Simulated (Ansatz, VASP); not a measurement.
**One calculation of B, two programs**

```
CELL_PARAMETERS angstrom
3.01122 0.00000 0.00000
-1.50561 2.60779 0.00000
0.00000 0.00000 1.86634
ATOMIC_POSITIONS crystal
B 0.33333 0.66667 0.00000
B 0.66667 0.33333 0.00000
```

Alike in both runs: functional PBE; dispersion D3(BJ); k mesh 12 × 12 × 6; occupations gaussian, width 0.1 eV; no spin polarisation.

Ansatz relaxed the structure, and its values are those at the end. VASP's run is a single point on that final structure, the one shown.

```csv
,VASP,Ansatz
version,VASP 6.6.1,Ansatz 0.2.0
potentials or method,"VASP PAW PBE potentials, release 64 (B), cutoff 520 eV","scalar-relativistic, plane waves, PAW"
valence electrons in the cell,6,6
```

```csv
,VASP,Ansatz,Ansatz less VASP
gap on the k mesh at the Fermi level (eV),none,none,-
pressure (GPa),0.0,0.0,-0.04
```

A gap of «none» marks a metal or a gap that the smearing closes.

The k mesh is coarse, so the values compare programs but aren't converged.
